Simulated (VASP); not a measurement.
## Re: single point with PBE

Re, a slab with vacuum:

```
Re
1.0
     2.77489    0.00000    0.00000
    -1.38745    2.40313    0.00000
     0.00000    0.00000   35.17859
Re
10
Cartesian
  0.0000 1.6021 7.5000
  1.3874 0.8010 9.7421
  0.0000 1.6021 11.9841
  1.3874 0.8010 14.2262
  0.0000 1.6021 16.4683
  1.3874 0.8010 18.7103
  0.0000 1.6021 20.9524
  1.3874 0.8010 23.1945
  0.0000 1.6021 25.4365
  1.3874 0.8010 27.6786
```

| Item | Value |
| --- | --- |
| Program | VASP 6.6.1 |
| Task | single point |
| Functional | PBE |
| Potentials or basis | VASP PAW PBE potentials, release 64 (Re) |
| Cutoff | 520 eV |
| k mesh | 15 × 15 × 1 |
| Occupations | gaussian, width 0.1 eV |
| Spin | no spin polarisation |

| Quantity | Value |
| --- | --- |
| Largest force | 1.281 eV/Å |
| Band gap on the k mesh | zero (band 35 reaches 4.56 eV, above the bottom of band 36 at 2.25 eV) |

Forces in eV/Å, atoms in the order of the input:
```
Re   0.000  0.000  1.153
Re   0.000  0.000 -1.281
Re   0.000  0.000  0.256
Re   0.000  0.000 -0.164
Re   0.000  0.000  0.066
Re   0.000  0.000 -0.066
Re   0.000  0.000  0.164
Re   0.000  0.000 -0.256
Re   0.000  0.000  1.281
Re   0.000  0.000 -1.153
```

Levels at points of the mesh, in eV from the Fermi level:
| k point | band 33 | band 34 | band 35 | band 36 | band 37 | band 38 |
| --- | --- | --- | --- | --- | --- | --- |
| (0.00, 0.00, 0.00) | -1.05 | -1.05 | -0.90 | -0.90 | -0.78 | -0.78 |

Run time: 30 min on 1 thread of Intel(R) Xeon(R) Platinum 8375C CPU @ 2.90GHz (Ice Lake) (shared host), peak memory 0.5 GiB.

Caveat: spin-orbit coupling is left out, which moves the levels of the heavy elements.
